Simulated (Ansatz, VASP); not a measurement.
# Two plane-wave programs on ZnS

```
CELL_PARAMETERS angstrom
3.80652 0.00000 0.00000
-1.90326 3.29654 0.00000
0.00000 0.00000 6.18235
ATOMIC_POSITIONS crystal
Zn 0.33333 0.66667 0.99948
Zn 0.66667 0.33333 0.49948
S 0.33333 0.66667 0.37552
S 0.66667 0.33333 0.87552
```

Alike in both runs: task single point; functional r2SCAN; k mesh 6 × 6 × 4; occupations gaussian, width 0.02 eV; no spin polarisation.

|  | VASP | Ansatz |
| --- | --- | --- |
| version | VASP 6.6.1 | Ansatz 0.2.0 |
| potentials or method | VASP PAW PBE potentials, release 64 (Zn, S), cutoff 520 eV | scalar-relativistic, plane waves, PAW |
| valence electrons in the cell | 36 | 36 |

Ansatz gave:

```
gap on the k mesh at the Fermi level (eV)                     : 2.85
least direct gap on the mesh (eV)                             : 2.85
pressure (GPa)                                                : 0.8
traceless stress, the component that is largest in VASP (GPa) : 0.72
```

Which values does VASP return?

gap on the k mesh at the Fermi level (eV): 2.87; least direct gap on the mesh (eV): 2.87; pressure (GPa): 0.9; traceless stress, the component that is largest in VASP (GPa): 0.74.

VASP's potentials were made for PBE, not for r2SCAN.
